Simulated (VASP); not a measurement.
Wanted: the native input for a VASP 6.6.1 run.

| Property | Result |
| --- | --- |
| Task | single point |
| Functional | PBE |
| Potentials or basis | VASP PAW PBE potentials, release 64 (Y_sv, Mn_pv, Sn_d) |
| Cutoff | 520 eV |
| k mesh | 5 × 5 × 5 |
| Occupations | fermi-dirac, width 0.1 eV |
| Spin | no spin polarisation |
| Dipole correction | no |
| Further INCAR settings | ALGO = Normal; EDIFF = 1e-06; NBANDS = 40 |

The structure of YMn2Sn2 lies in POSCAR:

```
YMn2Sn2
1.0
    0.0000000000      4.2424390000      0.0000000000
    4.2424390000      0.0000000000      0.0000000000
    2.1212190000      2.1212190000     -5.5658260000
Y Mn Sn
1 2 2
Direct
    0.0000000000      0.0000000000      0.0000000000
    0.7500000000      0.2500000000      0.5000000000
    0.2500000000      0.7500000000      0.5000000000
    0.3799000000      0.3799000000      0.2402000000
    0.6201000000      0.6201000000      0.7598000000
```

These files were run (other wordings do the same):

INCAR

```
PREC = Accurate
ENCUT = 520
EDIFF = 1E-6
ISMEAR = -1
SIGMA = 0.1
LREAL = F
LASPH = T
NELM = 100
ALGO = Normal
ISIF = 2
LWAVE = F
LCHARG = F
GGA = PE
NBANDS = 40
```

KPOINTS

```
regular mesh
0
Gamma
  5 5 5
```

Potentials or basis: VASP PAW PBE potentials, release 64 (Y_sv, Mn_pv, Sn_d).

The run is started by

```console
$ cat potpaw_PBE.64/Y_sv/POTCAR potpaw_PBE.64/Mn_pv/POTCAR potpaw_PBE.64/Sn_d/POTCAR > POTCAR
$ mpirun -np 1 vasp_std > vasp.out
```

Results of the run:

```json
{
 "Pressure": "0.0 GPa",
 "Largest force": "1.357 eV/Å"
}
```

Caveat: forces of over 1 eV/Å act on the atoms, so gaps and moduli don't describe the material at rest.

Wall time 75 s on 1 thread of Intel(R) Xeon(R) Platinum 8259CL CPU @ 2.50GHz (Skylake/Cascade Lake) (shared host), peak memory 0.26 GiB.
